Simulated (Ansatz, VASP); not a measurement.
**BaBe in VASP and in Ansatz**

```
Ba Be
1.0
     0.00000    4.88575    5.03682
     3.89690    0.00000    5.03682
     3.89690    4.88575    0.00000
Ba Be
2 2
Direct
  0.00000 0.50000 0.50000
  0.50000 0.00000 0.00000
  0.10068 0.89932 0.10068
  0.89932 0.10068 0.89932
```

Alike in both runs: functional PBE; k mesh 10 × 10 × 10; occupations gaussian, width 0.1 eV; no spin polarisation.

Ansatz relaxed the structure, and its values are those at the end. VASP's run is a single point on that final structure, the one shown.

```csv
,VASP,Ansatz
version,VASP 6.6.1,Ansatz 0.2.0
potentials or method,"VASP PAW PBE potentials, release 64 (Ba_sv, Be), cutoff 520 eV","scalar-relativistic, plane waves, PAW"
valence electrons in the cell,24,24
```

```csv
,VASP,Ansatz,Ansatz less VASP
gap on the k mesh at the Fermi level (eV),none,none,-
pressure (GPa),0.1,0.0,-0.09
```

A gap of «none» marks a metal or a gap that the smearing closes. With one functional, cell and mesh, what is left measures potentials, basis and numerics.

Spin-orbit coupling is off throughout.
